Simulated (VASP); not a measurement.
# Si2W in VASP: notebook, part 2 of 2

VASP 6.6.1.

## (3) Electric field gradients, PBE (zz strain of -3 %)

Input file INCAR:

```
SYSTEM = Si2W
ALGO = Normal ; EDIFF = 1E-8
ENCUT = 520 ; GGA = PE
ISIF = 2 ; ISMEAR = -1
ISYM = 0 ; LASPH = .True.
LCHARG = .False. ; LEFG = .True.
LREAL = .False. ; LWAVE = .False.
NBANDS = 18 ; NELM = 100
PREC = Accurate ; SIGMA = 0.05
```

Input file KPOINTS:

```
k-points
0
Gamma
  11 11 14
  0 0 0
```

Input file POSCAR:

```
Si2W
1.0
   -1.6060000000      1.6060000000      3.8218000000
    1.6060000000     -1.6060000000      3.8218000000
    1.6060000000      1.6060000000     -3.8218000000
Si W
2 1
Direct
    0.3330000000      0.3330000000      0.0000000000
    0.6670000000      0.6670000000      0.0000000000
    0.0000000000      0.0000000000      0.0000000000
```

Potentials or basis: VASP PAW PBE potentials, release 64 (Si, W_sv).

Started as:

```bash
cat potpaw_PBE.64/Si/POTCAR potpaw_PBE.64/W_sv/POTCAR > POTCAR
mpirun -np 1 vasp_std > vasp.out
```

OUTCAR:

```text
SYSTEM = Si2W
   EDIFF = 1E-8
   ENCUT = 520
   GGA = PE
   ISIF = 2
   ISMEAR = -1
   ISYM = 0
   LASPH = .True.
   LREAL = .False.
   NELM = 100
   PREC = Accurate

 ion  position               nearest neighbor table
   1  0.333  0.333  0.000-   3 2.55   2 2.55   2 2.60   2 2.60   2 2.60   2 2.60   3 2.61   3 2.61
                             3 2.61   3 2.61
   2  0.667  0.667  0.000-   3 2.55   1 2.55   1 2.60   1 2.60   1 2.60   1 2.60   3 2.61   3 2.61
                             3 2.61   3 2.61
   3  0.000  0.000  0.000-   1 2.55   2 2.55   2 2.61   1 2.61   2 2.61   2 2.61   2 2.61   1 2.61
                             1 2.61   1 2.61

IMPORTANT INFORMATION: All symmetrisations will be switched off!
NOSYMM: (Re-)initialisation of all symmetry stuff for point group C_1.

----------------------------------------------------------------------------------------

                                     Primitive cell

  volume of cell :      39.4293

  direct lattice vectors                    reciprocal lattice vectors
    -1.606000000  1.606000000  3.821800000     0.000000000  0.311332503  0.130828405
     1.606000000 -1.606000000  3.821800000     0.311332503  0.000000000  0.130828405
     1.606000000  1.606000000 -3.821800000     0.311332503  0.311332503  0.000000000

  length of vectors
     4.445742597  4.445742597  4.445742597     0.337704011  0.337704011  0.440290648

  position of ions in fractional coordinates (direct lattice)
     0.333000000  0.333000000  0.000000000
     0.667000000  0.667000000  0.000000000
     0.000000000  0.000000000  0.000000000

  ion indices of the primitive-cell ions
   primitive index   ion index
                 1           1
                 2           2
                 3           3

----------------------------------------------------------------------------------------

 KPOINTS: k-points

Automatic generation of k-mesh.
 Grid dimensions read from file:
 generate k-points for:   11   11   14

 Generating k-lattice:

  Cartesian coordinates                     Fractional coordinates (reciprocal lattice)
     0.000000000  0.028302955  0.011893491     0.090909091 -0.000000000  0.000000000
     0.028302955  0.000000000  0.011893491    -0.000000000  0.090909091  0.000000000
     0.022238036  0.022238036  0.000000000     0.000000000  0.000000000  0.071428571

  Length of vectors
     0.030700365  0.030700365  0.031449332

  Shift w.r.t. Gamma in fractional coordinates (k-lattice)
     0.000000000  0.000000000  0.000000000

 -----------------------------------------------------------------------------
|                                                                             |
|           W    W    AA    RRRRR   N    N  II  N    N   GGGG   !!!           |
|           W    W   A  A   R    R  NN   N  II  NN   N  G    G  !!!           |
|           W    W  A    A  R    R  N N  N  II  N N  N  G       !!!           |
|           W WW W  AAAAAA  RRRRR   N  N N  II  N  N N  G  GGG   !            |
|           WW  WW  A    A  R   R   N   NN  II  N   NN  G    G                |
[... 71 lines left out ...]
   ISIF   =      2    stress and relaxation
   ISYM   =      0    0-nonsym 1-usesym 2-fastsym
   POTIM  = 0.5000    time-step for ionic-motion
   TEBEG  =    0.0;   TEEND  =   0.0 temperature during run
   PSTRESS=    0.0 pullay stress
   NELECT =      22.0000    total number of electrons
   NUPDOWN=      -1.0000    fix difference up-down
   EMIN   =  10.00;   EMAX   =-10.00  energy-range for DOS
   EFERMI =   0.00;   METHOD = LEGACY
   ISMEAR =    -1;   SIGMA  =   0.05  broadening in eV -4-tet -1-fermi 0-gaus
   EFERMI_NEDOS =   21; number of points for ismear=-14 and -15
   IALGO  =     38    algorithm
   IMIX   =      4    mixing-type and parameters
     AMIX     =   0.40;   BMIX     =  1.00
     AMIX_MAG =   1.60;   BMIX_MAG =  1.00
  volume/ion in A,a.u.               =      13.14        88.69
  Fermi-wavevector in a.u.,A,eV,Ry     =   1.347750  2.546878 24.714036  1.816430
  Thomas-Fermi vector in A             =   2.475475
   LORBIT       =      0    0 simple, 1 ext, 2 COOP (PROOUT), +10 PAW based schemes
   GGA     = PE    functional components
   LHFCALC =     F    Hartree Fock is set to
   AEXX    =    0.0000 exact exchange contribution
   IVDW    =     0    specifies the selected vdW correction
   LEPSILON=     F    determine dielectric tensor
   LRPA    =     F    only Hartree local field effects (RPA)
 non-spin polarized calculation
  energy-cutoff  :      520.00
  volume of cell :       39.43
 maximum number of plane-waves:      1079
 NGX is ok and might be reduce to    36
   NGX = 17   NGY = 17   NGZ = 17

 number of electron      22.0000000 magnetization

 Free energy of the ion-electron system (eV)
  ---------------------------------------------------
  ext. energy  EPLUGINS =         0.00000000
  ---------------------------------------------------
  free energy    TOTEN  =       -24.74191816 eV

  energy without entropy =      -24.74012182  energy(sigma->0) =      -24.74101999

 E-fermi :  12.2970     XC(G=0): -12.6470

 val. band max:       12.2656577138   @ k =   0.0909   0.0000  -0.0000
 cond. band min:      12.3160220633   @ k =   0.4545   0.4545   0.3571
 fundamental gap:      0.0503643494
 Fermi energy:        12.2970362833

 k-point     1 :       0.0000    0.0000    0.0000
  band No.  band energies     occupation
      1     -61.4791      2.00000
      2     -25.7586      2.00000
      3     -25.7450      2.00000
      4     -25.7447      2.00000
      5      -1.9760      2.00000
      6       5.4058      2.00000
[... 481 lines left out ...]
      5       1.6224      2.00000
      6       3.4416      2.00000
[... 10 lines left out ...]
     17      19.6244      0.00000
     18      21.0217      0.00000

 [... further k-points ...]
[... 5 lines left out ...]
  --------------------------------------------------------------------------------------
  -------------------------------------------------------------------------------------
  Total        1.4615933      1.4615933      4.5596033      0.0179183      0.0026302      0.0026302
  in kB       59.3906533     59.3906523    185.2757627      0.7280963      0.1068780      0.1068773
  external PRESSURE =     101.3523561 kB  Pullay stress =       0.0000000 kB

 VOLUME and BASIS-vectors are now :
 -----------------------------------------------------------------------------
  energy-cutoff  :      520.00
  volume of cell :       39.43
      direct lattice vectors                 reciprocal lattice vectors
    -1.606000000  1.606000000  3.821800000     0.000000000  0.311332503  0.130828405
     1.606000000 -1.606000000  3.821800000     0.311332503  0.000000000  0.130828405
     1.606000000  1.606000000 -3.821800000     0.311332503  0.311332503  0.000000000

 POSITION                                       TOTAL-FORCE (eV/Angst)
 -----------------------------------------------------------------------------------
      0.00000      0.00000      2.54532        -0.000730     -0.000730      0.188166
      0.00000      0.00000      5.09828         0.000730      0.000730     -0.188166
      0.00000      0.00000      0.00000        -0.000000      0.000000     -0.000000
 -----------------------------------------------------------------------------------
    total drift:                               -0.000000      0.000000     -0.000000

  FREE ENERGIE OF THE ION-ELECTRON SYSTEM (eV)
  ---------------------------------------------------
  free  energy   TOTEN  =       -24.7419181607 eV

  energy  without entropy=      -24.7401218178  energy(sigma->0) =      -24.74101999

 Electric field gradients (V/A^2)
---------------------------------------------------------------------
 ion       V_xx      V_yy      V_zz      V_xy      V_xz      V_yz
---------------------------------------------------------------------
   1       7.856     7.856   -15.712     0.072    -0.002    -0.002
   2       7.856     7.856   -15.712     0.072    -0.002    -0.002
   3     104.661   104.661  -209.323    -0.072     0.055     0.055
---------------------------------------------------------------------

 Electric field gradients after diagonalization (V/A^2)
 (convention: |V_zz| > |V_xx| > |V_yy|)
----------------------------------------------------------------------
 ion       V_xx      V_yy      V_zz     asymmetry (V_yy - V_xx)/ V_zz
----------------------------------------------------------------------
   1       7.928     7.784   -15.712       0.009
   2       7.928     7.784   -15.712       0.009
   3     104.734   104.589  -209.323       0.001
----------------------------------------------------------------------

           NMR quadrupolar parameters

 Cq : quadrupolar parameter    Cq=e*Q*V_zz/h
 eta: asymmetry parameters     (V_yy - V_xx)/ V_zz
 Q  : nuclear electric quadrupole moment in mb (millibarn)
----------------------------------------------------------------------
 ion       Cq(MHz)       eta       Q (mb)
----------------------------------------------------------------------
   1      -0.038       0.009       1.000
   2      -0.038       0.009       1.000
   3      -0.506       0.001       1.000
----------------------------------------------------------------------
```

stdout:

```text
POSCAR found type information on POSCAR SiW
 POSCAR found :  2 types and       3 ions
 scaLAPACK will be used
 LDA part: xc-table for (Slater+PW92), standard interpolation
 -----------------------------------------------------------------------------
[... 27 lines left out ...]
     0.0000487    -0.0652954     0.0025333    12.7412852     0.0025336    -0.0000002
     0.0000670    -0.0652953     0.0025333    12.7412633     0.0025336    -0.0000002
     0.0000923    -0.0652951     0.0025333    12.7412269     0.0025336    -0.0000002
[... 9 lines left out ...]
     0.0000661     0.0687568    -0.0509358   167.4753474    -0.0509358    -0.0000317
     0.0000910     0.0688241    -0.0509553   167.4336966    -0.0509552    -0.0000317
     0.0001253     0.0689304    -0.0509852   167.3712792    -0.0509852    -0.0000317
     0.0001726     0.0690977    -0.0510311   167.2782133    -0.0510311    -0.0000317
```

Run time: 14 min. Hardware: 1 thread of Intel Xeon Platinum 8259CL at 2.50GHz (Skylake/Cascade Lake), shared host; peak memory 0.66 GiB.

Results:

- Free energy: -24.7419 eV
- Pressure: 10.1 GPa
- Largest force: 0.188 eV/Å
- Band gap on the k mesh: zero (bands 11 and 12 overlap by 1.10 eV)
- Largest electric field gradient by atom: Si -15.7; W -209.3 V/Å²

Forces in eV/Å, atoms in the order of the input:
```
Si  -0.001 -0.001  0.188
Si   0.001  0.001 -0.188
W    0.000  0.000  0.000
```

Stress tensor (GPa, compression positive):
```
 5.94  0.07  0.01
 0.07  5.94  0.01
 0.01  0.01 18.53
```

Electric field gradients, principal values (V/Å²):
| atom | least | middle | greatest (by size) |
| --- | --- | --- | --- |
| 1 Si | 7.784 | 7.928 | -15.712 |
| 2 Si | 7.784 | 7.928 | -15.712 |
| 3 W | 104.589 | 104.734 | -209.323 |

Caveat: the cell differs from its parent crystal (zz strain of -3 %); the stress differs along the axes, from 6 to 19 GPa; without QUAD_EFG the Cq values of the log hold for a quadrupole moment of 1 mb, not for the nuclei; spin-orbit coupling is left out, which moves the levels of the heavy elements.

The gap in the log of VASP goes by the Fermi energy; the results here count the filled bands.